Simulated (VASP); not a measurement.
CsH: single point with LDA

The system is CsH.

```
CELL_PARAMETERS angstrom
3.05143 3.05143 0.00000
-3.05143 3.05143 0.00000
0.00000 0.00000 5.85815
ATOMIC_POSITIONS crystal
Cs 0.00000 0.00000 0.00000
Cs 0.50000 0.50000 0.50000
H 0.50000 0.50000 0.00000
H 0.00000 0.00000 0.50000
```

```yaml
Program: VASP 6.6.1
Task: single point
Functional: LDA
Potentials_or_basis: VASP PAW LDA potentials, release 64 (Cs_sv, H)
Cutoff: 520 eV
k_mesh: 6 × 6 × 6
Occupations: gaussian, width 0.02 eV
Spin: no spin polarisation
```

The pressure is 0.6 GPa and the band gap on the k mesh is 1.64 eV.

Stress tensor (GPa, compression positive):
```
0.06 0.00 0.00
0.00 0.06 0.00
0.00 0.00 1.76
```

Levels at points of the mesh, in eV from the valence-band top:
```
           k point  band 6  band 7  band 8  band 9  band 10  band 11  band 12  band 13  band 14  band 15
(0.00, 0.00, 0.00)   -7.87   -7.87   -7.83   -2.28    -1.83     2.31     4.82     4.82     5.05     6.06
(0.50, 0.00, 0.00)   -8.39   -8.06   -8.06   -0.73    -0.73     2.81     2.81     3.96     3.96     5.13
(0.50, 0.50, 0.00)   -8.29   -8.25   -8.25   -1.81    -1.81     2.45     2.45     5.86     5.86     8.37
(0.00, 0.00, 0.50)   -8.12   -8.12   -8.12   -1.23    -1.23     3.26     3.26     4.36     4.36     5.87
(0.50, 0.00, 0.50)   -8.05   -7.96   -7.96    0.00     0.00     1.64     1.64     4.22     4.22     4.57
(0.50, 0.50, 0.50)   -8.68   -8.42   -8.42   -1.02    -1.02     3.91     3.91     3.91     3.91     5.23
```

Run time: 100 s on 1 thread of Intel Xeon 8259CL (shared host), peak memory 0.21 GiB.

Caveat: spin-orbit coupling is left out, which moves the levels of the heavy elements. A k mesh can miss the band edges.
